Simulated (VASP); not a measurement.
Write the native input for VASP 6.6.1 that does the following.

* Task: single point
* Functional: PBE
* Potentials or basis: VASP PAW PBE potentials, release 64 (Li_sv, Cl)
* Cutoff: 520 eV
* k mesh: 8 × 8 × 8
* Occupations: gaussian, width 0.02 eV
* Spin: no spin polarisation
* Dipole correction: no
* Further INCAR settings: ALGO = Normal; EDIFF = 1e-06; NBANDS = 12

The structure of LiCl lies in POSCAR:

```
LiCl
1.0
    0.0000000000      2.5647700000      2.5647700000
    2.5647700000      0.0000000000      2.5647700000
    2.5647700000      2.5647700000      0.0000000000
Li Cl
1 1
Direct
    0.0000000000      0.0000000000      0.0000000000
    0.5000000000      0.5000000000      0.5000000000
```

One way to write it, as run:

INCAR

```
SYSTEM = LiCl
PREC = Accurate
ENCUT = 520
EDIFF = 1E-6
ISMEAR = 0
SIGMA = 0.02
LREAL = .False.
LASPH = .True.
NELM = 80
ALGO = Normal
ISIF = 2
LWAVE = .False.
LCHARG = .False.
GGA = PE
NBANDS = 12
```

KPOINTS

```
Automatic mesh
0
Gamma
  8 8 8
  0 0 0
```

Potentials or basis: VASP PAW PBE potentials, release 64 (Li_sv, Cl).

Launch:

```console
$ cat potpaw_PBE.64/Li_sv/POTCAR potpaw_PBE.64/Cl/POTCAR > POTCAR
$ mpirun -np 1 vasp_std > vasp.out
```

It gave:

| Property | Result |
| --- | --- |
| Band gap on the k mesh | 6.34 eV, direct |

It took 9.8 s on 1 thread of Intel Xeon 6975P-C (shared host), peak memory 0.15 GiB.
